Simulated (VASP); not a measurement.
# Sc12H (a cell with a defect) in VASP: single point with PBEsol

Aim: the single point of Sc12H (a cell with a defect) with PBEsol.

Everything below comes from runs of VASP 6.6.1. Logs are shortened: lines on timing, memory, paths and dates and some standing lists are left out, and cuts for length are marked.

## Step 1: The cell of the first run

The cell holds a defect, 13 atoms: a = 6.620 Å, b = 9.930 Å, c = 5.276 Å, α = 90.00°, β = 90.00°, γ = 120.00°.

## Step 2: Single point, PBEsol

INCAR reads:

```
SYSTEM = Sc12H
PREC = Accurate ; ENCUT = 520
EDIFF = 1E-7 ; ISMEAR = 0
SIGMA = 0.1 ; LREAL = .False.
LASPH = .True. ; NELM = 100
ALGO = Normal ; ISIF = 2
LWAVE = .False. ; LCHARG = .False.
GGA = PS ; NBANDS = 78
```

KPOINTS reads:

```
Automatic mesh
0
Gamma
  3 2 3
  0 0 0
```

POSCAR reads:

```
Sc12H
1.0
    6.6200000000      0.0000000000      0.0000000000
   -4.9650000000      8.5996320000      0.0000000000
    0.0000000000      0.0000000000      5.2761400000
Sc H
12 1
Direct
   -0.0006159977      0.0006330503      0.0023265114
    0.1649759864      0.2216056455      0.5014650862
   -0.0002163331      0.3321161882      0.0000534482
    0.1668020879      0.5550499138      0.5033016561
    0.0004606244      0.6664852636      0.0036594935
    0.1677862684      0.8891909561      0.5060953652
    0.5028647669      0.0005618845      0.0017300527
    0.6683431219      0.2215048272      0.5008612357
    0.5000830184      0.3329997144     -0.0029682685
    0.6672914778      0.5557072675      0.4994149132
    0.5008656211      0.6670927314     -0.0001366529
    0.6680235692      0.8900620399      0.5031521150
    0.8340073111      0.1110488216      0.7518045389
```

Potentials or basis: VASP PAW PBE potentials, release 64 (Sc_sv, H).

Run with:

```sh
cat potpaw_PBE.64/Sc_sv/POTCAR potpaw_PBE.64/H/POTCAR > POTCAR
mpirun -np 1 vasp_std > vasp.out
```

OUTCAR:

```text
SYSTEM = Sc12H
   PREC = Accurate
   ENCUT = 520
   EDIFF = 1E-7
   ISMEAR = 0
   LREAL = .False.
   LASPH = .True.
   NELM = 100
   ISIF = 2
   GGA = PS

 ion  position               nearest neighbor table
   1  0.999  0.001  0.002-  12 3.25   2 3.25   6 3.25  12 3.25   2 3.25   6 3.28   7 3.29   3 3.29
                            11 3.31   9 3.31   5 3.32   7 3.33
   2  0.165  0.222  0.501-   3 3.24   9 3.24   1 3.25   1 3.25   3 3.26   9 3.28   8 3.29  12 3.29
                             4 3.31   6 3.31  10 3.32   8 3.33
   3  1.000  0.332  0.000-   2 3.24   4 3.25   8 3.25   8 3.25   2 3.26   4 3.27   1 3.29   7 3.29
                             9 3.31   9 3.31   5 3.32  11 3.32
   4  0.167  0.555  0.503-  11 3.25   3 3.25   5 3.26   5 3.26  11 3.27   3 3.27   2 3.31   8 3.31
                            10 3.31  10 3.31   6 3.31  12 3.32
   5  0.000  0.666  0.004-  10 3.24   6 3.25   4 3.26   4 3.26   6 3.27  10 3.28  11 3.31  11 3.31
                             9 3.31   3 3.32   1 3.32   7 3.32
   6  0.168  0.889  0.506-   7 3.24   1 3.25   5 3.25   5 3.27   1 3.28   7 3.28   8 3.31  12 3.31
                             2 3.31  10 3.31  12 3.31   4 3.31
   7  0.503  0.001  0.002-  12 3.24   6 3.24   8 3.25   8 3.25  12 3.26   6 3.28   1 3.29   3 3.29
                            11 3.30   9 3.31   5 3.32   1 3.33
   8  0.668  0.222  0.501-   7 3.25   3 3.25   9 3.25   3 3.25   7 3.25   9 3.28   2 3.29  12 3.29
                             4 3.31   6 3.31  10 3.32   2 3.33
   9  0.500  0.333  0.997-   2 3.24   8 3.25  10 3.25  10 3.27   8 3.28   2 3.28   3 3.31   1 3.31
                             7 3.31   5 3.31   3 3.31  11 3.31
  10  0.667  0.556  0.499-   5 3.24   9 3.25  11 3.26  11 3.26   9 3.27   5 3.28   4 3.31   4 3.31
                             6 3.31  12 3.32   2 3.32   8 3.32
  11  0.501  0.667  1.000-   4 3.25  12 3.25  10 3.26  10 3.26   4 3.27  12 3.28   7 3.30   1 3.31
                             5 3.31   5 3.31   9 3.31   3 3.32
  12  0.668  0.890  0.503-   7 3.24  11 3.25   1 3.25   1 3.25   7 3.26  11 3.28   8 3.29   2 3.29
                             6 3.31   6 3.31  10 3.32   4 3.32
  13  0.834  0.111  0.752-

  LATTYP: Found a simple monoclinic cell.
 ALAT       =     6.6200000000
 B/A-ratio  =     0.7970000000
 C/A-ratio  =     1.3228756170
 COS(beta)  =    -0.1889822420

  Lattice vectors:

 A1 = (   6.6200000000,   0.0000000000,   0.0000000000)
 A2 = (   0.0000000000,   0.0000000000,   5.2761400000)
 A3 = (  -1.6550000000,  -8.5996320000,   0.0000000000)

Analysis of symmetry for initial positions (statically):
=====================================================================
 Subroutine PRICEL returns:
 Original cell was already a primitive cell.

 Routine SETGRP: Setting up the symmetry group for a
 simple monoclinic supercell.

 Subroutine GETGRP returns: Found  1 space group operations
 (whereof  1 operations were pure point group operations)
 out of a pool of  4 trial point group operations.

The static configuration has the point symmetry C_1 .

Analysis of symmetry for dynamics (positions and initial velocities):
=====================================================================
 Subroutine PRICEL returns:
 Original cell was already a primitive cell.

 Routine SETGRP: Setting up the symmetry group for a
 simple monoclinic supercell.

 Subroutine GETGRP returns: Found  1 space group operations
 (whereof  1 operations were pure point group operations)
 out of a pool of  4 trial point group operations.

The dynamic configuration has the point symmetry C_1 .

 Subroutine INISYM returns: Found  1 space group operations
 (whereof  1 operations are pure point group operations),
 and found     1 'primitive' translations

----------------------------------------------------------------------------------------

                                     Primitive cell

  volume of cell :     300.3683

  direct lattice vectors                    reciprocal lattice vectors
     6.620000000  0.000000000  0.000000000     0.151057402  0.087213034  0.000000000
    -4.965000000  8.599632000  0.000000000     0.000000000  0.116284046  0.000000000
     0.000000000  0.000000000  5.276140000     0.000000000  0.000000000  0.189532499

  length of vectors
     6.620000000  9.929999775  5.276140000     0.174426065  0.116284046  0.189532499

  position of ions in fractional coordinates (direct lattice)
     0.999384002  0.000633050  0.002326511
     0.164975986  0.221605645  0.501465086
[... 66 lines left out ...]
 -----------------------------------------------------------------------------

 Subroutine IBZKPT returns following result:
 ===========================================

 Found     10 irreducible k-points:

 Following reciprocal coordinates:
            Coordinates               Weight
  0.000000  0.000000  0.000000      1.000000
  0.333333  0.000000  0.000000      2.000000
  0.000000  0.500000  0.000000      1.000000
  0.333333  0.500000  0.000000      2.000000
  0.000000  0.000000  0.333333      2.000000
  0.333333  0.000000  0.333333      2.000000
 -0.333333 -0.000000  0.333333      2.000000
  0.000000  0.500000  0.333333      2.000000
  0.333333  0.500000  0.333333      2.000000
 -0.333333  0.500000  0.333333      2.000000
   k-points           NKPTS =     10   k-points in BZ     NKDIM =     10   number of bands    NBANDS=     78
   number of dos      NEDOS =    301   number of ions     NIONS =     13
   total plane-waves  NPLWV = 160000
   dimension x,y,z NGX =    50 NGY =   80 NGZ =   40
   dimension x,y,z NGXF=   100 NGYF=  160 NGZF=   80
   ions per type =              12   1
   NGX,Y,Z   is equivalent  to a cutoff of  12.56, 13.39, 12.60 a.u.
   NGXF,Y,Z  is equivalent  to a cutoff of  25.11, 26.79, 25.21 a.u.
 SYSTEM =  Sc12H
   PREC   = accura    normal or accurate (medium, high low for compatibility)
   ISTART =      0    job   : 0-new  1-cont  2-samecut
   ICHARG =      2    charge: 1-file 2-atom 10-const
   ISPIN  =      1    spin polarized calculation?
   LNONCOLLINEAR =      F non collinear calculations
   LSORBIT =      F    spin-orbit coupling
   LASPH  =      T    aspherical Exc in radial PAW
   ENCUT  =  520.0 eV  38.22 Ry    6.18 a.u.  12.31 18.46  9.81*2*pi/ulx,y,z
   NELM   =    100;   NELMIN=  2; NELMDL= -5     # of ELM steps
   EDIFF  = 0.1E-06   stopping-criterion for ELM
   LREAL  =      F    real-space projection
   EDIFFG = 0.1E-05   stopping-criterion for IOM
   NSW    =      0    number of steps for IOM
   IBRION =     -1    ionic relax: 0-MD 1-quasi-New 2-CG
   NFREE  =      0    steps in history (QN), initial steepest desc. (CG)
   ISIF   =      2    stress and relaxation
   ISYM   =      2    0-nonsym 1-usesym 2-fastsym
   POTIM  = 0.5000    time-step for ionic-motion
   TEBEG  =    0.0;   TEEND  =   0.0 temperature during run
   PSTRESS=    0.0 pullay stress
   NELECT =     133.0000    total number of electrons
   NUPDOWN=      -1.0000    fix difference up-down
   EMIN   =  10.00;   EMAX   =-10.00  energy-range for DOS
   EFERMI =   0.00;   METHOD = LEGACY
   ISMEAR =     0;   SIGMA  =   0.10  broadening in eV -4-tet -1-fermi 0-gaus
   EFERMI_NEDOS =   21; number of points for ismear=-14 and -15
   IALGO  =     38    algorithm
   IMIX   =      4    mixing-type and parameters
     AMIX     =   0.40;   BMIX     =  1.00
     AMIX_MAG =   1.60;   BMIX_MAG =  1.00
  volume/ion in A,a.u.               =      23.11       155.92
  Fermi-wavevector in a.u.,A,eV,Ry     =   1.247788  2.357977 21.183915  1.556974
  Thomas-Fermi vector in A             =   2.381904
   LORBIT       =      0    0 simple, 1 ext, 2 COOP (PROOUT), +10 PAW based schemes
   GGA     = PS    functional components
   LHFCALC =     F    Hartree Fock is set to
   AEXX    =    0.0000 exact exchange contribution
   IVDW    =     0    specifies the selected vdW correction
   LEPSILON=     F    determine dielectric tensor
   LRPA    =     F    only Hartree local field effects (RPA)
 non-spin polarized calculation
 Gauss-broadening in eV      SIGMA  =   0.10
  energy-cutoff  :      520.00
  volume of cell :      300.37
 maximum number of plane-waves:      8103
 NGX is ok and might be reduce to    50
   NGX = 25   NGY = 37   NGZ = 19

 number of electron     133.0000003 magnetization

 Free energy of the ion-electron system (eV)
  ---------------------------------------------------
  ext. energy  EPLUGINS =         0.00000000
  ---------------------------------------------------
  free energy    TOTEN  =       -83.25505839 eV

  energy without entropy =      -83.10766365  energy(sigma->0) =      -83.18136102

 E-fermi :   3.5414     XC(G=0):  -9.9750

 val. band max:        3.5368921638   @ k =   0.3333   0.5000   0.0000
 cond. band min:       3.5481788902   @ k =  -0.3333  -0.0000   0.3333
 fundamental gap:      0.0112867264
 Fermi energy:         3.5413753099

 k-point     1 :       0.0000    0.0000    0.0000
  band No.  band energies     occupation
      1     -45.6929      2.00000
      2     -45.6549      2.00000
      3     -45.6548      2.00000
      4     -45.6473      2.00000
      5     -45.6366      2.00000
      6     -45.6312      2.00000
[... 799 lines left out ...]
     77       4.4929      0.00000
     78       4.5543      0.00000

------------------------ aborting loop because EDIFF is reached ----------------------------------------

  FORCE on cell =-STRESS in cart. coord.  units (eV):
  Direction    XX          YY          ZZ          XY          YZ          ZX
  --------------------------------------------------------------------------------------
  -------------------------------------------------------------------------------------
  Total       -5.0603300     -5.0999527     -7.1495722      0.0352889      0.0168294      0.0475684
  in kB      -26.9920119    -27.2033610    -38.1361169      0.1882323      0.0897688      0.2537317
  external PRESSURE =     -30.7771633 kB  Pullay stress =       0.0000000 kB

 VOLUME and BASIS-vectors are now :
 -----------------------------------------------------------------------------
  energy-cutoff  :      520.00
  volume of cell :      300.37
      direct lattice vectors                 reciprocal lattice vectors
     6.620000000  0.000000000  0.000000000     0.151057402  0.087213034  0.000000000
    -4.965000000  8.599632000  0.000000000     0.000000000  0.116284046  0.000000000
     0.000000000  0.000000000  5.276140000     0.000000000  0.000000000  0.189532499

 POSITION                                       TOTAL-FORCE (eV/Angst)
 -----------------------------------------------------------------------------------
      6.61278      0.00544      0.01227         0.005070     -0.000303      0.002940
     -0.00813      1.90573      2.64580         0.001976     -0.000527      0.001229
      4.96961      2.85608      0.00028         0.000850     -0.000560     -0.000457
     -1.65159      4.77323      2.65549         0.001823      0.002533     -0.000126
     -3.30605      5.73153      0.01931         0.001538      0.000354     -0.000212
     -3.30409      7.64672      2.67023        -0.000902     -0.001916      0.001230
      3.32618      0.00483      0.00913        -0.003295      0.000842     -0.001086
      3.32466      1.90486      2.64261        -0.002857      0.001184     -0.002619
      1.65721      2.86367      5.26048        -0.000233      0.000766     -0.000359
      1.65838      4.77888      2.63498        -0.001150     -0.000675      0.001040
      0.00362      5.73675      5.27542        -0.000691     -0.001778     -0.000185
      0.00316      7.65421      2.65470        -0.000861     -0.000306      0.000866
      4.96977      0.95498      3.96663        -0.001269      0.000386     -0.002261
 -----------------------------------------------------------------------------------
    total drift:                               -0.000233     -0.000270     -0.000419

  FREE ENERGIE OF THE ION-ELECTRON SYSTEM (eV)
  ---------------------------------------------------
  free  energy   TOTEN  =       -83.2550583883 eV

  energy  without entropy=      -83.1076636547  energy(sigma->0) =      -83.18136102
```

It took 8.3 min on 1 thread of Intel Xeon Platinum 8259CL at 2.50GHz (Skylake/Cascade Lake), shared host; peak memory 0.47 GiB.

Results:

```yaml
Free_energy: -83.2551 eV
Pressure: -3.1 GPa
Largest_force: 0.006 eV/Å
Band_gap_on_the_k_mesh: zero (an odd number of electrons rules out a gap without spin polarisation)
```

Forces in eV/Å, atoms in the order of the input:
```
Sc   0.005  0.000  0.003
Sc   0.002 -0.001  0.001
Sc   0.001 -0.001  0.000
Sc   0.002  0.003  0.000
Sc   0.002  0.000  0.000
Sc  -0.001 -0.002  0.001
Sc  -0.003  0.001 -0.001
Sc  -0.003  0.001 -0.003
Sc   0.000  0.001  0.000
Sc  -0.001 -0.001  0.001
Sc  -0.001 -0.002  0.000
Sc  -0.001  0.000  0.001
H   -0.001  0.000 -0.002
```

Levels at points of the mesh, in eV from the Fermi level:
```csv
k point,band 64,band 65,band 66,band 67,band 68,band 69
"(0.00, 0.00, 0.00)",-0.49,-0.46,-0.31,-0.30,-0.29,0.06
"(0.00, 0.50, 0.00)",-0.53,-0.34,-0.30,-0.29,-0.28,-0.05
```

Caveat: the k points lie up to 0.40 Å⁻¹ apart, too coarse for converged energies and pressures of a metal; the PAW data sets were made with another functional, which shifts forces and pressure a little.
